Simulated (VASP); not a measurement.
A run of VASP 6.6.1 is set up as follows.

Contents of INCAR:

```
ALGO = Normal
EDIFF = 1E-6
ENCUT = 520
GGA = PE
ISIF = 2
ISMEAR = 0
LASPH = T
LCHARG = F
LREAL = F
LWAVE = F
NBANDS = 14
NELM = 100
PREC = Accurate
SIGMA = 0.15
```

File KPOINTS:

```
k-points
0
Gamma
  18 18 18
```

File POSCAR:

```
HfN
1.0
    0.0000000000      2.2928850000      2.1912300000
    2.2928850000      0.0000000000      2.1912300000
    2.2928850000      2.2928850000      0.0000000000
Hf N
1 1
Direct
    0.0000000000      0.0000000000      0.0000000000
    0.5000000000      0.5000000000      0.5000000000
```

Potentials or basis: VASP PAW PBE potentials, release 64 (Hf_pv, N).

Launch:

```bash
$ cat potpaw_PBE.64/Hf_pv/POTCAR potpaw_PBE.64/N/POTCAR > POTCAR
$ mpirun -np 1 vasp_std > vasp.out
```

Problem. What does it give for the pressure?

Solution. 4.6 GPa.

Stress tensor (GPa, compression positive):
```
-3.55  0.00  0.00
 0.00 -3.55  0.00
 0.00  0.00 20.85
```

Caveat: the cell differs from its parent crystal (strain +0.015 along x and y, -0.030 along z).
